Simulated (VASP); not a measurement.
# Se (P3_121) in VASP: notebook

The runs below take Se through single point, with PBE+D3(BJ).

Everything below comes from runs of VASP 6.6.1. Logs are shortened: lines on timing, memory, paths and dates and some standing lists are left out, and cuts for length are marked.

## 1. The cell of the first run

It takes space group P3_121 (No. 152, trigonal). The conventional cell has a = 4.139 Å, b = 4.139 Å, c = 5.217 Å, α = 90.00°, β = 90.00°, γ = 120.00°. Se (site symmetry 2) has 6 Se at 2.48 to 3.25 Å within 3.3 Å.

## 2. Single point, PBE+D3(BJ) (25.80 Å³/atom)

Contents of INCAR:

```
SYSTEM = Se
  PREC = Accurate
  ENCUT = 520
  EDIFF = 1E-6
  ISMEAR = 0
  SIGMA = 0.05
  LREAL = .FALSE.
  LASPH = .TRUE.
  NELM = 80
  ALGO = Normal
  ISIF = 2
  LWAVE = .FALSE.
  LCHARG = .FALSE.
  GGA = PE
  IVDW = 12
  NBANDS = 16
```

Contents of KPOINTS:

```
Automatic mesh
0
G
  12 12 8
  0 0 0
```

Contents of POSCAR:

```
Se
1.0
    4.1391994017      0.0000000000      0.0000000000
   -2.0695997008      3.5846518332      0.0000000000
    0.0000000000      0.0000000000      5.2172897797
Se
3
Direct
    0.2473450691      0.0000000000      0.3333333333
    0.0000000000      0.2473450691      0.6666666667
    0.7526549309      0.7526549309      0.0000000000
```

Potentials or basis: VASP PAW PBE potentials, release 64 (Se).

The run is started by

```bash
$ cat potpaw_PBE.64/Se/POTCAR > POTCAR
$ mpirun -np 1 vasp_std > vasp.out
```

OUTCAR:

```text
SYSTEM = Se
   PREC = Accurate
   ENCUT = 520
   EDIFF = 1E-6
   ISMEAR = 0
   LREAL = .FALSE.
   LASPH = .TRUE.
   NELM = 80
   ISIF = 2
   GGA = PE
   IVDW = 12
 IVDW          = 12

 ion  position               nearest neighbor table
   1  0.247  0.000  0.333-   3 2.48   2 2.48
   2  0.000  0.247  0.667-   3 2.48   1 2.48
   3  0.753  0.753  0.000-   2 2.48   1 2.48

  LATTYP: Found a hexagonal cell.
 ALAT       =     4.1391994017
 C/A-ratio  =     1.2604586717

  Lattice vectors:

 A1 = (   4.1391994017,   0.0000000000,   0.0000000000)
 A2 = (  -2.0695997008,   3.5846518332,   0.0000000000)
 A3 = (   0.0000000000,   0.0000000000,   5.2172897797)

Analysis of symmetry for initial positions (statically):
=====================================================================
 Subroutine PRICEL returns:
 Original cell was already a primitive cell.

 Routine SETGRP: Setting up the symmetry group for a
 hexagonal supercell.

 Subroutine GETGRP returns: Found  6 space group operations
 (whereof  2 operations were pure point group operations)
 out of a pool of 24 trial point group operations.

The static configuration has the point symmetry C_2 .
 The point group associated with its full space group is D_3 .

Analysis of symmetry for dynamics (positions and initial velocities):
=====================================================================
 Subroutine PRICEL returns:
 Original cell was already a primitive cell.

 Routine SETGRP: Setting up the symmetry group for a
 hexagonal supercell.

 Subroutine GETGRP returns: Found  6 space group operations
 (whereof  2 operations were pure point group operations)
 out of a pool of 24 trial point group operations.

The dynamic configuration has the point symmetry C_2 .
 The point group associated with its full space group is D_3 .

 Subroutine INISYM returns: Found  6 space group operations
 (whereof  2 operations are pure point group operations),
 and found     1 'primitive' translations

----------------------------------------------------------------------------------------

                                     Primitive cell

  volume of cell :      77.4120

  direct lattice vectors                    reciprocal lattice vectors
     4.139199402  0.000000000  0.000000000     0.241592613  0.139483560  0.000000000
    -2.069599701  3.584651833  0.000000000     0.000000000  0.278967121  0.000000000
     0.000000000  0.000000000  5.217289780     0.000000000  0.000000000  0.191670396

  length of vectors
     4.139199402  4.139199402  5.217289780     0.278967121  0.278967121  0.191670396

  position of ions in fractional coordinates (direct lattice)
     0.247345069  0.000000000  0.333333333
     0.000000000  0.247345069  0.666666667
     0.752654931  0.752654931  0.000000000

  ion indices of the primitive-cell ions
   primitive index   ion index
                 1           1
                 2           2
                 3           3

----------------------------------------------------------------------------------------

 KPOINTS: Automatic mesh

Automatic generation of k-mesh.
 Grid dimensions read from file:
 generate k-points for:   12   12    8

 Generating k-lattice:

  Cartesian coordinates                     Fractional coordinates (reciprocal lattice)
     0.020132718  0.011623630  0.000000000     0.083333333 -0.000000000  0.000000000
     0.000000000  0.023247260  0.000000000     0.000000000  0.083333333  0.000000000
     0.000000000  0.000000000  0.023958800     0.000000000  0.000000000  0.125000000

  Length of vectors
     0.023247260  0.023247260  0.023958800

  Shift w.r.t. Gamma in fractional coordinates (k-lattice)
     0.000000000  0.000000000  0.000000000

 Subroutine IBZKPT returns following result:
 ===========================================

 Found    131 irreducible k-points:

 Following reciprocal coordinates:
            Coordinates               Weight
  0.000000  0.000000  0.000000      1.000000
  0.083333  0.000000  0.000000      6.000000
  0.166667 -0.000000  0.000000      6.000000
  0.250000  0.000000  0.000000      6.000000
  0.333333  0.000000  0.000000      6.000000
  0.416667  0.000000  0.000000      6.000000
[... 16 lines left out ...]
  0.166667 -0.000000  0.125000      6.000000
  0.000000  0.166667  0.125000      6.000000
 [... further k-points ...]
   k-points           NKPTS =    131   k-points in BZ     NKDIM =    131   number of bands    NBANDS=     16
   number of dos      NEDOS =    301   number of ions     NIONS =      3
   total plane-waves  NPLWV =  40960
   dimension x,y,z NGX =    32 NGY =   32 NGZ =   40
   dimension x,y,z NGXF=    64 NGYF=   64 NGZF=   80
   ions per type =               3
   NGX,Y,Z   is equivalent  to a cutoff of  12.85, 12.85, 12.75 a.u.
   NGXF,Y,Z  is equivalent  to a cutoff of  25.70, 25.70, 25.49 a.u.
 SYSTEM =  Se
   PREC   = accura    normal or accurate (medium, high low for compatibility)
   ISTART =      0    job   : 0-new  1-cont  2-samecut
   ICHARG =      2    charge: 1-file 2-atom 10-const
   ISPIN  =      1    spin polarized calculation?
   LNONCOLLINEAR =      F non collinear calculations
   LSORBIT =      F    spin-orbit coupling
   LASPH  =      T    aspherical Exc in radial PAW
   ENCUT  =  520.0 eV  38.22 Ry    6.18 a.u.   7.70  7.70  9.70*2*pi/ulx,y,z
   NELM   =     80;   NELMIN=  2; NELMDL= -5     # of ELM steps
   EDIFF  = 0.1E-05   stopping-criterion for ELM
   LREAL  =      F    real-space projection
   EDIFFG = 0.1E-04   stopping-criterion for IOM
   NSW    =      0    number of steps for IOM
   IBRION =     -1    ionic relax: 0-MD 1-quasi-New 2-CG
   NFREE  =      0    steps in history (QN), initial steepest desc. (CG)
   ISIF   =      2    stress and relaxation
   ISYM   =      2    0-nonsym 1-usesym 2-fastsym
   POTIM  = 0.5000    time-step for ionic-motion
   TEBEG  =    0.0;   TEEND  =   0.0 temperature during run
   PSTRESS=    0.0 pullay stress
   NELECT =      18.0000    total number of electrons
   NUPDOWN=      -1.0000    fix difference up-down
   EMIN   =  10.00;   EMAX   =-10.00  energy-range for DOS
   EFERMI =   0.00;   METHOD = LEGACY
   ISMEAR =     0;   SIGMA  =   0.05  broadening in eV -4-tet -1-fermi 0-gaus
   EFERMI_NEDOS =   21; number of points for ismear=-14 and -15
   IALGO  =     38    algorithm
   IMIX   =      4    mixing-type and parameters
     AMIX     =   0.40;   BMIX     =  1.00
     AMIX_MAG =   1.60;   BMIX_MAG =  1.00
  volume/ion in A,a.u.               =      25.80       174.13
  Fermi-wavevector in a.u.,A,eV,Ry     =   1.006691  1.902370 13.788512  1.013427
  Thomas-Fermi vector in A             =   2.139449
   LORBIT       =      0    0 simple, 1 ext, 2 COOP (PROOUT), +10 PAW based schemes
   GGA     = PE    functional components
   LHFCALC =     F    Hartree Fock is set to
   AEXX    =    0.0000 exact exchange contribution
   IVDW    =    12    specifies the selected vdW correction
   LEPSILON=     F    determine dielectric tensor
   LRPA    =     F    only Hartree local field effects (RPA)
 non-spin polarized calculation
 Gauss-broadening in eV      SIGMA  =   0.05
  energy-cutoff  :      520.00
  volume of cell :       77.41
 maximum number of plane-waves:      2119
 NGX is ok and might be reduce to    32
   NGX = 15   NGY = 15   NGZ = 19

 number of electron      17.9999998 magnetization

 Free energy of the ion-electron system (eV)
  ---------------------------------------------------
  ext. energy  EPLUGINS =         0.00000000
  ---------------------------------------------------
  free energy    TOTEN  =       -10.44489772 eV

  energy without entropy =      -10.44489772  energy(sigma->0) =      -10.44489772

 E-fermi :   3.3778     XC(G=0):  -9.2022

 val. band max:        3.0997270949   @ k =   0.4167   0.1667   0.5000
 cond. band min:       3.5907302095   @ k =   0.3333   0.3333   0.5000
 fundamental gap:      0.4910031145
 Fermi energy:         3.3777521914

 k-point     1 :       0.0000    0.0000    0.0000
  band No.  band energies     occupation
      1     -12.4069      2.00000
      2      -8.6556      2.00000
      3      -8.6556      2.00000
      4      -0.2890      2.00000
      5      -0.2071      2.00000
      6      -0.2071      2.00000
[... 8 lines left out ...]
     15       9.8594      0.00000
     16      11.5859      0.00000

 k-point     2 :       0.0833    0.0000    0.0000
  band No.  band energies     occupation
      1     -12.3647      2.00000
      2      -8.6767      2.00000
      3      -8.6477      2.00000
      4      -0.6886      2.00000
      5      -0.3908      2.00000
      6      -0.1226      2.00000
[... 8 lines left out ...]
     15      10.2282      0.00000
     16      11.4281      0.00000

 k-point     3 :       0.1667   -0.0000    0.0000
  band No.  band energies     occupation
      1     -12.2427      2.00000
      2      -8.7465      2.00000
      3      -8.6255      2.00000
      4      -1.2436      2.00000
      5      -0.7226      2.00000
      6      -0.2224      2.00000
[... 8 lines left out ...]
     15      10.8767      0.00000
     16      11.5441      0.00000

 k-point     4 :       0.2500    0.0000    0.0000
  band No.  band energies     occupation
      1     -12.0570      2.00000
      2      -8.8747      2.00000
      3      -8.5937      2.00000
      4      -1.6802      2.00000
      5      -1.0467      2.00000
      6      -0.3937      2.00000
[... 8 lines left out ...]
     15      11.4663      0.00000
     16      12.0799      0.00000

 k-point     5 :       0.3333    0.0000    0.0000
  band No.  band energies     occupation
      1     -11.8404      2.00000
      2      -9.0510      2.00000
      3      -8.5602      2.00000
      4      -1.9202      2.00000
      5      -1.3074      2.00000
      6      -0.5230      2.00000
[... 8 lines left out ...]
     15      12.1573      0.00000
     16      12.8309      0.00000

 k-point     6 :       0.4167    0.0000    0.0000
  band No.  band energies     occupation
      1     -11.6522      2.00000
      2      -9.2210      2.00000
      3      -8.5346      2.00000
      4      -1.9925      2.00000
      5      -1.4763      2.00000
      6      -0.5267      2.00000
[... 8 lines left out ...]
     15      13.0408      0.00000
     16      13.6055      0.00000

 k-point     7 :       0.5000    0.0000    0.0000
  band No.  band energies     occupation
      1     -11.5742      2.00000
      2      -9.2949      2.00000
      3      -8.5250      2.00000
      4      -1.9956      2.00000
      5      -1.5356      2.00000
      6      -0.4093      2.00000
[... 8 lines left out ...]
     15      13.4922      0.00000
     16      13.9347      0.00000

 k-point     8 :       0.0833    0.0833    0.0000
  band No.  band energies     occupation
      1     -12.2825      2.00000
      2      -8.7183      2.00000
      3      -8.6367      2.00000
      4      -1.0654      2.00000
      5      -0.7287      2.00000
      6      -0.0942      2.00000
[... 8 lines left out ...]
     15      10.7025      0.00000
     16      11.3033      0.00000

 k-point     9 :       0.1667    0.0833    0.0000
  band No.  band energies     occupation
      1     -12.1282      2.00000
      2      -8.8088      2.00000
      3      -8.6199      2.00000
      4      -1.4969      2.00000
      5      -1.0821      2.00000
      6      -0.1786      2.00000
[... 8 lines left out ...]
     15      11.2884      0.00000
     16      11.5867      0.00000
[... 172 lines left out ...]
 k-point    19 :       0.3333    0.3333    0.0000
  band No.  band energies     occupation
      1     -11.4461      2.00000
      2      -8.9822      2.00000
      3      -8.9822      2.00000
      4      -1.7331      2.00000
      5      -1.7331      2.00000
      6       0.1222      2.00000
[... 8 lines left out ...]
     15      10.7661      0.00000
     16      13.4591      0.00000

 k-point    20 :       0.0000    0.0000    0.1250
  band No.  band energies     occupation
      1     -12.3406      2.00000
      2      -9.4272      2.00000
      3      -7.8900      2.00000
      4      -0.5275      2.00000
      5      -0.2468      2.00000
      6       0.0548      2.00000
[... 8 lines left out ...]
     15      10.1768      0.00000
     16      10.9371      0.00000

 k-point    21 :       0.0833    0.0000    0.1250
  band No.  band energies     occupation
      1     -12.2989      2.00000
      2      -9.4164      2.00000
      3      -7.9204      2.00000
      4      -0.7748      2.00000
      5      -0.3543      2.00000
      6      -0.0283      2.00000
[... 8 lines left out ...]
     15      10.4367      0.00000
     16      10.8840      0.00000

 k-point    22 :       0.0000    0.0833    0.1250
  band No.  band energies     occupation
      1     -12.2987      2.00000
      2      -9.4194      2.00000
      3      -7.9152      2.00000
      4      -0.6878      2.00000
      5      -0.5624      2.00000
      6       0.0289      2.00000
[... 8 lines left out ...]
     15      10.3745      0.00000
     16      11.1309      0.00000

 k-point    23 :       0.1667   -0.0000    0.1250
  band No.  band energies     occupation
      1     -12.1788      2.00000
      2      -9.3853      2.00000
      3      -8.0190      2.00000
      4      -1.2166      2.00000
      5      -0.6019      2.00000
      6      -0.1746      2.00000
[... 8 lines left out ...]
     15      10.8894      0.00000
     16      10.9604      0.00000

 k-point    24 :       0.0000    0.1667    0.1250
  band No.  band energies     occupation
      1     -12.1773      2.00000
      2      -9.4082      2.00000
      3      -7.9814      2.00000
      4      -1.1842      2.00000
      5      -0.9787      2.00000
      6      -0.1113      2.00000
[... 8 lines left out ...]
     15      10.8372      0.00000
     16      11.7162      0.00000

 [... further k-points ...]

------------------------ aborting loop because EDIFF is reached ----------------------------------------

 Edisp (eV)   -1.01069

 E8    (eV) :    -0.4173

  FORCE on cell =-STRESS in cart. coord.  units (eV):
  Direction    XX          YY          ZZ          XY          YZ          ZX
  --------------------------------------------------------------------------------------
  -------------------------------------------------------------------------------------
  Total      -1.19744    -1.19744    -1.87536    -0.00000     0.00000    -0.00000
  in kB     -24.78315   -24.78315   -38.81383    -0.00000     0.00000    -0.00000
  external pressure =      -29.46 kB  Pullay stress =        0.00 kB

 VOLUME and BASIS-vectors are now :
 -----------------------------------------------------------------------------
  energy-cutoff  :      520.00
  volume of cell :       77.41
      direct lattice vectors                 reciprocal lattice vectors
     4.139199402  0.000000000  0.000000000     0.241592613  0.139483560  0.000000000
    -2.069599701  3.584651833  0.000000000     0.000000000  0.278967121  0.000000000
     0.000000000  0.000000000  5.217289780     0.000000000  0.000000000  0.191670396

 POSITION                                       TOTAL-FORCE (eV/Angst)
 -----------------------------------------------------------------------------------
      1.02381      0.00000      1.73910        -0.337164      0.000000     -0.000000
     -0.51191      0.88665      3.47819         0.168582     -0.291993      0.000000
      1.55769      2.69801      0.00000         0.168582      0.291993      0.000000
 -----------------------------------------------------------------------------------
    total drift:                               -0.000000     -0.000000     -0.000000

  FREE ENERGIE OF THE ION-ELECTRON SYSTEM (eV)
  ---------------------------------------------------
  free  energy   TOTEN  =       -11.4555924245 eV

  energy  without entropy=      -11.4555924245  energy(sigma->0) =      -11.45559242
```

Wall time 44 s (1 thread of Intel Xeon 6975P-C (Granite Rapids), shared host); peak memory 0.28 GiB.

Results:

| Quantity | Value |
| --- | --- |
| Free energy | -11.4556 eV |
| Pressure | -2.9 GPa |
| Largest force | 0.337 eV/Å |
| Band gap on the k mesh | 0.49 eV (least direct gap 0.51 eV) |
| Dispersion energy per atom | -0.337 eV |

Forces on the atoms (eV/Å):
```
Se  -0.337  0.000  0.000
Se   0.169 -0.292  0.000
Se   0.169  0.292  0.000
```

Stress tensor (GPa, compression positive):
```
-2.48  0.00  0.00
 0.00 -2.48  0.00
 0.00  0.00 -3.88
```

Levels at points of the mesh, in eV from the valence-band top:
| k point | band 7 | band 8 | band 9 | band 10 | band 11 | band 12 |
| --- | --- | --- | --- | --- | --- | --- |
| (0.00, 0.00, 0.00) | -1.68 | -1.68 | -0.44 | 1.41 | 1.41 | 2.03 |
| (0.50, 0.00, 0.00) | -3.27 | -1.33 | -0.88 | 1.46 | 1.71 | 3.98 |
| (0.00, 0.00, 0.50) | -1.23 | -1.21 | -1.21 | 0.97 | 0.98 | 0.98 |
| (0.50, 0.00, 0.50) | -2.18 | -1.73 | -0.07 | 1.29 | 2.42 | 2.85 |

(Continued in part 2 of 2.)
